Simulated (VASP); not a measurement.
The system is Cs3Mg.

```
Cs Mg
1.0
     5.33111    0.00000    0.00000
     0.00000    5.33111    0.00000
     0.00000    0.00000    5.33111
Cs Mg
3 1
Direct
  0.00000 0.50000 0.50000
  0.50000 0.00000 0.50000
  0.50000 0.50000 0.00000
  0.00000 0.00000 0.00000
```

* Program: VASP 6.6.1
* Task: relaxation of cell and atoms
* Functional: PBE
* Potentials or basis: VASP PAW PBE potentials, release 64 (Cs_sv, Mg)
* Cutoff: 600 eV
* k mesh: 4 × 4 × 4
* Occupations: gaussian, width 0.1 eV
* Spin: no spin polarisation

At the start: pressure 7.3 GPa; volume 37.88 Å³/atom.

**Question.** How do energy, volume and symmetry change on relaxing?

**Answer.** Over 5 steps the energy falls by 543.4 meV/atom and the volume is 77.56 Å³/atom (+104.8 %); space group Pm-3m (No. 221, to 0.1 Å) before and after.

The path:
```csv
step,energy change (eV),largest force (eV/Å),pressure (GPa),volume (Å³)
1,0.0000,0.0000,7.26,151.51
2,-1.2886,0.0000,3.41,192.36
3,-2.0912,0.0000,0.65,265.41
4,-2.1651,0.0000,0.18,295.27
5,-2.1735,0.0000,0.01,310.25
```

Final structure:
```
Cs Mg
1.0
     6.76974    0.00000    0.00000
     0.00000    6.76974    0.00000
     0.00000    0.00000    6.76974
Cs Mg
3 1
Direct
  0.00000 0.50000 0.50000
  0.50000 0.00000 0.50000
  0.50000 0.50000 0.00000
  0.00000 0.00000 0.00000
```

Caveat: the volume moved by over 15 % at a fixed basis, so the end points are rough.
